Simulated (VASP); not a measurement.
Input of a VASP 6.6.1 run:

The input INCAR:

```
  PREC = Accurate
  ENCUT = 400
  EDIFF = 1E-8
  ISMEAR = -1
  SIGMA = 0.05
  LREAL = False
  LASPH = True
  NELM = 120
  ALGO = Normal
  ISIF = 2
  LWAVE = False
  LCHARG = False
  GGA = PE
  LEFG = True
  NBANDS = 8
  GGA_COMPAT = False
```

File KPOINTS:

```
regular mesh
0
Gamma
  12 12 12
```

POSCAR

```
Sb
1.0
    0.0000000000      2.3050000000      2.3741500000
    2.3050000000      0.0000000000      2.3741500000
    2.3050000000      2.3050000000      0.0000000000
Sb
1
Direct
    0.0000000000      0.0000000000      0.0000000000
```

Potentials or basis: VASP PAW PBE potentials, release 64 (Sb).

Command:

```console
$ cat potpaw_PBE.64/Sb/POTCAR > POTCAR
$ mpirun -np 1 vasp_std > vasp.out
```

Task: Estimate the pressure.

Result: 6.1 GPa.

Task: Predict the band gap on the k mesh.

Result: Zero (an odd number of electrons rules out a gap without spin polarisation).

Electric field gradients, principal values (V/Å²):
```
atom   least  middle  greatest (by size)
1 Sb  -2.520  -2.520               5.040
```

Caveat: the cell differs from its parent crystal (zz strain of +3 %); the cell stands under pressure; without QUAD_EFG the Cq values of the log hold for a quadrupole moment of 1 mb, not for the nuclei; spin-orbit coupling is left out, which moves the levels of the heavy elements.
